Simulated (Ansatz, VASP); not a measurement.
Two plane-wave programs on Pd

```
CELL_PARAMETERS angstrom
0.00000 1.99352 1.89628
1.99352 0.00000 1.89628
1.99352 1.99352 0.00000
ATOMIC_POSITIONS crystal
Pd 0.00000 0.00000 0.00000
```

Change from the starting cell: strain +0.025 along x and y, -0.025 along z, atoms carried along.

Alike in both runs: task single point; functional PBEsol; k mesh 20 × 20 × 20; occupations gaussian, width 0.15 eV; no spin polarisation.

|  | VASP | Ansatz |
| --- | --- | --- |
| version | VASP 6.6.1 | Ansatz 0.2.0 |
| potentials or method | VASP PAW PBE potentials, release 64 (Pd), cutoff 520 eV | scalar-relativistic, plane waves, PAW |
| valence electrons in the cell | 10 | 18 |

Ansatz gave:

- gap on the k mesh at the Fermi level (eV): none
- pressure (GPa): -6.3
- traceless stress, the component that is largest in VASP (GPa): 1.38

Question: What did VASP give for the same quantities?

Answer: gap on the k mesh at the Fermi level (eV): none; pressure (GPa): -6.6; traceless stress, the component that is largest in VASP (GPa): 1.36.

VASP's potentials were made for PBE, not for PBEsol. A gap of «none» marks a metal or a gap that the smearing closes. The functional is the same, so the differences come from potentials, cutoffs and numerics. VASP's potentials hold 10 valence electrons a cell and Ansatz's 18, so a difference there can come from the potentials and not from the codes.
